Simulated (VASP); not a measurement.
The system is CsPbCl3.

```
Pb Cs Cl
1.0
     5.60500    0.00000    0.00000
     0.00000    5.60500    0.00000
     0.00000    0.00000    5.60500
Pb Cs Cl
1 1 3
Direct
  0.50000 0.50000 0.50000
  0.00000 0.00000 0.00000
  0.50000 0.00000 0.50000
  0.00000 0.50000 0.50000
  0.50000 0.50000 0.00000
```

Base run:

* Program: VASP 6.6.1
* Functional: b88 exchange, pbe correlation
* Potentials or basis: VASP PAW PBE potentials, release 64 (Pb_d, Cs_sv, Cl)
* Cutoff: 500 eV
* k mesh: 5 × 5 × 5
* Occupations: fermi-dirac, width 0.05 eV
* Spin: no spin polarisation

Its results: band gap on the k mesh 2.98 eV; pressure 1.9 GPa.

Question: The run is repeated on the same cell with these changes: functional from b88 exchange, pbe correlation to BLYP; cutoff from 500 eV to 520 eV. What comes out?

Answer: Band gap on the k mesh 3.01 eV; pressure 3.2 GPa.

Caveats: the PAW data sets were made with another functional, which shifts forces and pressure a little; spin-orbit coupling is left out, which moves the levels of the heavy elements; an odd mesh through Γ misses points on the zone boundary, where band edges can lie; the cell stands under pressure (at least some runs).
